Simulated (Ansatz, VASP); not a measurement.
## AlGa2Sb3: VASP beside Ansatz

```xyz
6
Lattice="6.1297 0.0000 0.0000 -3.0648 5.3085 0.0000 0.0000 0.0000 4.3447" Properties=species:S:1:pos:R:3 pbc="T T T"
Al    0.0000    0.0000    0.0000
Ga    0.0000    3.5390    0.0000
Ga    3.0648    1.7695    0.0000
Sb    3.0648    0.0000    2.1723
Sb   -1.5324    2.6542    2.1723
Sb    1.5324    2.6542    2.1723
```

Change from the starting cell: species swapped into the NdAl2Pt3 type (P6/mmm, No. 191).

Alike in both runs: task relaxation of cell and atoms; functional PBE; k mesh 3 × 3 × 4; occupations gaussian, width 0.1 eV; no spin polarisation.

|  | VASP | Ansatz |
| --- | --- | --- |
| version | VASP 6.6.1 | Ansatz 0.2.0 |
| potentials or method | VASP PAW PBE potentials, release 64 (Al, Ga_d, Sb), cutoff 600 eV | scalar-relativistic, plane waves, PAW |
| valence electrons in the cell | 44 | 74 |

VASP gave:

| Property | Result |
| --- | --- |
| gap on the k mesh at the Fermi level, each at its own relaxed structure (eV) | none |
| relaxed volume (Å³/atom) | 28.15 |
| relaxed length of the cell vector where the two differ most in proportion (Å) | 5.990 |

Problem. Which values does Ansatz return?

Solution. gap on the k mesh at the Fermi level, each at its own relaxed structure (eV): none; relaxed volume (Å³/atom): 28.20; relaxed length of the cell vector where the two differ most in proportion (Å): 5.995.

A gap of «none» marks a metal or a gap that the smearing closes. VASP's potentials hold 44 valence electrons a cell and Ansatz's 74, so a difference there can come from the potentials and not from the codes.

The k mesh is coarse, so the values compare programs but aren't converged. Neither program's run includes spin-orbit coupling. Noted on VASP's run: the volume moved by over 15 % at a fixed basis, so the end points are rough.
